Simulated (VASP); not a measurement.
Mg:

```
Mg
1.0
     5.04164    0.00000    0.00000
    -2.52082    4.36619    0.00000
     0.00000    0.00000    3.12582
Mg
3
Direct
  0.00000 0.00000 0.00000
  0.33333 0.66667 0.50000
  0.66667 0.33333 0.50000
```

This isn't the form of Mg at room conditions, which is hcp.

```yaml
Program: VASP 6.6.1
Task: relaxation of cell and atoms
Functional: PBE
Potentials_or_basis: VASP PAW PBE potentials, release 64 (Mg)
Cutoff: 600 eV
k_mesh: 7 × 7 × 10
Occupations: fermi-dirac, width 0.08 eV
Spin: no spin polarisation
```

At the start: pressure 0.5 GPa; volume 22.94 Å³/atom.

Question: Where does the relaxation end?

Answer: Over 6 steps the energy falls by 2.0 meV/atom and the volume is 23.21 Å³/atom (+1.2 %); space group P6/mmm (No. 191, to 0.1 Å) before and after.

Step by step:
```tsv
step	energy change (eV)	largest force (eV/Å)	pressure (GPa)	volume (Å³)
1	0.0000	0.0000	0.49	68.81
2	-0.0050	0.0000	0.09	69.50
3	-0.0058	0.0000	-0.15	69.95
4	-0.0058	0.0000	-0.13	69.93
5	-0.0060	0.0000	-0.04	69.73
6	-0.0060	0.0000	0.01	69.62
```

Final structure:
```cif
data_structure
_symmetry_space_group_name_H-M 'P 1'
_symmetry_Int_Tables_number 1
_cell_length_a 5.0974
_cell_length_b 5.0974
_cell_length_c 3.0940
_cell_angle_alpha 90.000
_cell_angle_beta 90.000
_cell_angle_gamma 120.000
_cell_volume 69.62
loop_
_atom_site_label
_atom_site_type_symbol
_atom_site_fract_x
_atom_site_fract_y
_atom_site_fract_z
_atom_site_occupancy
Mg1 Mg 0.00000 0.00000 0.00000 1
Mg2 Mg 0.33333 0.66667 0.50000 1
Mg3 Mg 0.66667 0.33333 0.50000 1
```
